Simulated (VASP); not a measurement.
# V (Fm-3m) in VASP: a series of runs

The runs below take V through single point, with PBE.

All numbers are computed with VASP 6.6.1; they aren't measurements. Logs are shortened: lines on timing, memory, paths and dates and some standing lists are left out, and cuts for length are marked.

### 1 The cell of the first run

It takes space group Fm-3m (No. 225, cubic). Conventional cell: a = 3.739 Å, b = 3.739 Å, c = 3.739 Å, α = 90.00°, β = 90.00°, γ = 90.00°. V (site symmetry m-3m) has 12 V at 2.64 Å within 3.5 Å.

### 2 Single point, PBE

Contents of INCAR:

```
SYSTEM = V
  PREC = Accurate
  ENCUT = 520
  EDIFF = 1E-7
  ISMEAR = -1
  SIGMA = 0.06122561905347299
  LREAL = .FALSE.
  LASPH = .TRUE.
  NELM = 60
  ALGO = Normal
  ISIF = 2
  LWAVE = .FALSE.
  LCHARG = .FALSE.
  GGA = PE
  NBANDS = 12
```

Contents of KPOINTS:

```
regular mesh
0
G
  25 25 25
  0 0 0
```

Contents of POSCAR:

```
V
1.0
    0.0000000000      1.8697491728      1.8697491728
    1.8697491728      0.0000000000      1.8697491728
    1.8697491728      1.8697491728      0.0000000000
V
1
Direct
    0.0000000000      0.0000000000      0.0000000000
```

Potentials or basis: VASP PAW PBE potentials, release 64 (V_sv).

Launch:

```
$ cat potpaw_PBE.64/V_sv/POTCAR > POTCAR
$ mpirun -np 1 vasp_std > vasp.out
```

OUTCAR:

```text
SYSTEM = V
   PREC = Accurate
   ENCUT = 520
   EDIFF = 1E-7
   ISMEAR = -1
   LREAL = .FALSE.
   LASPH = .TRUE.
   NELM = 60
   ISIF = 2
   GGA = PE

 ion  position               nearest neighbor table
   1  0.000  0.000  0.000-

  LATTYP: Found a face centered cubic cell.
 ALAT       =     3.7394983456

  Lattice vectors:

 A1 = (   0.0000000000,   1.8697491728,   1.8697491728)
 A2 = (   1.8697491728,   0.0000000000,   1.8697491728)
 A3 = (   1.8697491728,   1.8697491728,   0.0000000000)

Analysis of symmetry for initial positions (statically):
=====================================================================
 Subroutine PRICEL returns:
 Original cell was already a primitive cell.

 Routine SETGRP: Setting up the symmetry group for a
 face centered cubic supercell.

 Subroutine GETGRP returns: Found 48 space group operations
 (whereof 48 operations were pure point group operations)
 out of a pool of 48 trial point group operations.

The static configuration has the point symmetry O_h .

Analysis of symmetry for dynamics (positions and initial velocities):
=====================================================================
 Subroutine PRICEL returns:
 Original cell was already a primitive cell.

 Routine SETGRP: Setting up the symmetry group for a
 face centered cubic supercell.

 Subroutine GETGRP returns: Found 48 space group operations
 (whereof 48 operations were pure point group operations)
 out of a pool of 48 trial point group operations.

The dynamic configuration has the point symmetry O_h .

 Subroutine INISYM returns: Found 48 space group operations
 (whereof 48 operations are pure point group operations),
 and found     1 'primitive' translations

----------------------------------------------------------------------------------------

                                     Primitive cell

  volume of cell :      13.0731

  direct lattice vectors                    reciprocal lattice vectors
     0.000000000  1.869749173  1.869749173    -0.267415548  0.267415548  0.267415548
     1.869749173  0.000000000  1.869749173     0.267415548 -0.267415548  0.267415548
     1.869749173  1.869749173  0.000000000     0.267415548  0.267415548 -0.267415548

  length of vectors
     2.644224638  2.644224638  2.644224638     0.463177316  0.463177316  0.463177316

[... 77 lines left out ...]
   NELM   =     60;   NELMIN=  2; NELMDL= -5     # of ELM steps
   EDIFF  = 0.1E-06   stopping-criterion for ELM
   LREAL  =      F    real-space projection
   EDIFFG = 0.1E-05   stopping-criterion for IOM
   NSW    =      0    number of steps for IOM
   IBRION =     -1    ionic relax: 0-MD 1-quasi-New 2-CG
   NFREE  =      0    steps in history (QN), initial steepest desc. (CG)
   ISIF   =      2    stress and relaxation
   ISYM   =      2    0-nonsym 1-usesym 2-fastsym
   POTIM  = 0.5000    time-step for ionic-motion
   TEBEG  =    0.0;   TEEND  =   0.0 temperature during run
   PSTRESS=    0.0 pullay stress
   NELECT =      13.0000    total number of electrons
   NUPDOWN=      -1.0000    fix difference up-down
   EMIN   =  10.00;   EMAX   =-10.00  energy-range for DOS
   EFERMI =   0.00;   METHOD = LEGACY
   ISMEAR =    -1;   SIGMA  =   0.06  broadening in eV -4-tet -1-fermi 0-gaus
   EFERMI_NEDOS =   21; number of points for ismear=-14 and -15
   IALGO  =     38    algorithm
   IMIX   =      4    mixing-type and parameters
     AMIX     =   0.40;   BMIX     =  1.00
     AMIX_MAG =   1.60;   BMIX_MAG =  1.00
  volume/ion in A,a.u.               =      13.07        88.22
  Fermi-wavevector in a.u.,A,eV,Ry     =   1.634040  3.087887 36.328721  2.670086
  Thomas-Fermi vector in A             =   2.725745
   LORBIT       =      0    0 simple, 1 ext, 2 COOP (PROOUT), +10 PAW based schemes
   GGA     = PE    functional components
   LHFCALC =     F    Hartree Fock is set to
   AEXX    =    0.0000 exact exchange contribution
   IVDW    =     0    specifies the selected vdW correction
   LEPSILON=     F    determine dielectric tensor
   LRPA    =     F    only Hartree local field effects (RPA)
 non-spin polarized calculation
  energy-cutoff  :      520.00
  volume of cell :       13.07
 maximum number of plane-waves:       363
   NGX =  9   NGY =  9   NGZ =  9

 number of electron      13.0000006 magnetization

 Free energy of the ion-electron system (eV)
  ---------------------------------------------------
  ext. energy  EPLUGINS =         0.00000000
  ---------------------------------------------------
  free energy    TOTEN  =        -8.72858344 eV

  energy without entropy =       -8.70828035  energy(sigma->0) =       -8.71843189

 E-fermi :  10.4227     XC(G=0): -13.0698

 val. band max:       10.4214911908   @ k =   0.4000   0.1200   0.0400
 cond. band min:      10.4231145010   @ k =  -0.4000   0.2000   0.0800
 fundamental gap:      0.0016233102
 Fermi energy:        10.4226599795

 k-point     1 :       0.0000    0.0000    0.0000
  band No.  band energies     occupation
      1     -53.6004      2.00000
      2     -26.8593      2.00000
      3     -26.8593      2.00000
      4     -26.8593      2.00000
      5       3.4389      2.00000
      6      10.5786      0.14530
      7      10.5786      0.14530
      8      10.5786      0.14530
      9      12.4725      0.00000
     10      12.4725      0.00000
     11      28.4090      0.00000
     12      33.9115      0.00000
[... 331 lines left out ...]
 k-point    24 :       0.4400    0.0400    0.0000
  band No.  band energies     occupation
      1     -53.4019      2.00000
      2     -27.7908      2.00000
      3     -26.9849      2.00000
      4     -26.9830      2.00000
      5       6.9051      2.00000
      6      10.4031      1.15834
      7      10.5458      0.23595
      8      10.8832      0.00108
      9      13.6493      0.00000
     10      13.6645      0.00000
     11      20.8456      0.00000
     12      27.7412      0.00000

 [... further k-points ...]
[... 5 lines left out ...]
  --------------------------------------------------------------------------------------
  -------------------------------------------------------------------------------------
  Total        1.0208652      1.0208652      1.0208652      0.0000000      0.0000000      0.0000000
  in kB      125.1119914    125.1119914    125.1119914      0.0000000      0.0000000      0.0000000
  external PRESSURE =     125.1119914 kB  Pullay stress =       0.0000000 kB

 VOLUME and BASIS-vectors are now :
 -----------------------------------------------------------------------------
  energy-cutoff  :      520.00
  volume of cell :       13.07
      direct lattice vectors                 reciprocal lattice vectors
     0.000000000  1.869749173  1.869749173    -0.267415548  0.267415548  0.267415548
     1.869749173  0.000000000  1.869749173     0.267415548 -0.267415548  0.267415548
     1.869749173  1.869749173  0.000000000     0.267415548  0.267415548 -0.267415548

 POSITION                                       TOTAL-FORCE (eV/Angst)
 -----------------------------------------------------------------------------------
      0.00000      0.00000      0.00000         0.000000      0.000000     -0.000000
 -----------------------------------------------------------------------------------
    total drift:                                0.000000      0.000000      0.000000

  FREE ENERGIE OF THE ION-ELECTRON SYSTEM (eV)
  ---------------------------------------------------
  free  energy   TOTEN  =        -8.7285834388 eV

  energy  without entropy=       -8.7082803499  energy(sigma->0) =       -8.71843189
```

stdout:

```text
POSCAR found type information on POSCAR V
 POSCAR found :  1 types and       1 ions
 scaLAPACK will be used
 LDA part: xc-table for (Slater+PW92), standard interpolation
 POSCAR, INCAR and KPOINTS ok, starting setup
 FFT: planning ... GRIDC
 FFT: planning ... GRID_SOFT
 FFT: planning ... GRID
 WAVECAR not read
 entering main loop
```

It took 30 s on 1 thread of Intel Xeon 6975P-C, shared host; peak memory 0.18 GiB.

Results:

```yaml
Free_energy: -8.7286 eV
Pressure: 12.5 GPa
```

Levels at points of the mesh, in eV from the Fermi level:
| k point | band 3 | band 4 | band 5 | band 6 | band 7 | band 8 | band 9 | band 10 |
| --- | --- | --- | --- | --- | --- | --- | --- | --- |
| (0.00, 0.00, 0.00) | -37.28 | -37.28 | -6.98 | 0.16 | 0.16 | 0.16 | 2.05 | 2.05 |

### 3 Single point, PBE

Contents of INCAR:

```
PREC = Accurate
ENCUT = 520
EDIFF = 1E-6
ISMEAR = -1
SIGMA = 0.06122561905347299
LREAL = F
LASPH = T
NELM = 80
ALGO = Normal
ISIF = 2
LWAVE = F
LCHARG = F
GGA = PE
NBANDS = 12
```

Contents of KPOINTS:

```
regular mesh
0
Gamma
  25 25 25
```

POSCAR is that of step 2.

Potentials or basis: VASP PAW PBE potentials, release 64 (V_sv).

Launch:

```
$ cat potpaw_PBE.64/V_sv/POTCAR > POTCAR
$ mpirun -np 1 vasp_std > vasp.out
```

It took 29 s on 1 thread of Intel Xeon 6975P-C, shared host; peak memory 0.18 GiB.

It converged, with:

- Free energy: -8.7286 eV
- Pressure: 12.5 GPa

Levels at points of the mesh, in eV from the Fermi level:
```csv
k point,band 3,band 4,band 5,band 6,band 7,band 8,band 9,band 10
"(0.00, 0.00, 0.00)",-37.28,-37.28,-6.98,0.16,0.16,0.16,2.05,2.05
```
